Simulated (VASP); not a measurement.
Bi, 2 atoms in the cell. Symmetry: P6_3/mmc, No. 194, hexagonal system. The conventional cell has a = 4.134 Å, b = 4.134 Å, c = 4.224 Å, α = 90.00°, β = 90.00°, γ = 120.00°. Within 4.3 Å of Bi (site symmetry -6m2) lie 14 Bi at 3.19 to 4.22 Å. This isn't the form of Bi at room conditions, which is rhombohedral.

* Program: VASP 6.6.1
* Task: single point
* Functional: PBEsol
* Potentials or basis: VASP PAW PBE potentials, release 64 (Bi_d)
* Cutoff: 520 eV
* k mesh: 12 × 12 × 10
* Occupations: gaussian, width 0.1 eV
* Spin: no spin polarisation
* Dipole correction: no
* Further INCAR settings: ALGO = Fast; EDIFF = 1e-06; NBANDS = 22

Potentials or basis: VASP PAW PBE potentials, release 64 (Bi_d).

Command:

```bash
$ cat potpaw_PBE.64/Bi_d/POTCAR > POTCAR
$ mpirun -np 1 vasp_std > vasp.out
```

Hardware: 1 thread of Intel Xeon 8259CL, with other jobs on the host.

Problem. Estimate the wall time of this run.

Solution. Wall time 2.5 min on 1 thread of Intel Xeon 8259CL, with other jobs on the host, peak memory 0.26 GiB. Counts: scf iterations 13, k points 114.
